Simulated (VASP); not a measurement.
Crystal: BP.

```
CELL_PARAMETERS angstrom
0.00000 2.26900 2.26900
2.26900 0.00000 2.26900
2.26900 2.26900 0.00000
ATOMIC_POSITIONS crystal
B 0.00000 0.00000 0.00000
P 0.25000 0.25000 0.25000
```

Base run:

| Quantity | Value |
| --- | --- |
| Program | VASP 6.6.1 |
| Functional | PBE |
| Potentials or basis | VASP PAW PBE potentials, release 64 (B, P) |
| Cutoff | 500 eV |
| k mesh | 8 × 8 × 8 |
| Occupations | fermi-dirac, width 0.1 eV |
| Spin | no spin polarisation |

Its results: band gap on the k mesh 1.27 eV, indirect (least direct gap 3.40 eV); pressure 0.9 GPa.

Problem. The run is repeated on the same cell with these changes: functional from PBE to BLYP. What comes out?

Solution. Band gap on the k mesh 1.56 eV, indirect (least direct gap 3.58 eV); pressure 5.9 GPa.

BLYP binds less tightly than PBE, so the same cell stands under more pressure.

Caveats: the PAW data sets were made with another functional, which shifts forces and pressure a little (some runs).

A k mesh can miss the band edges.
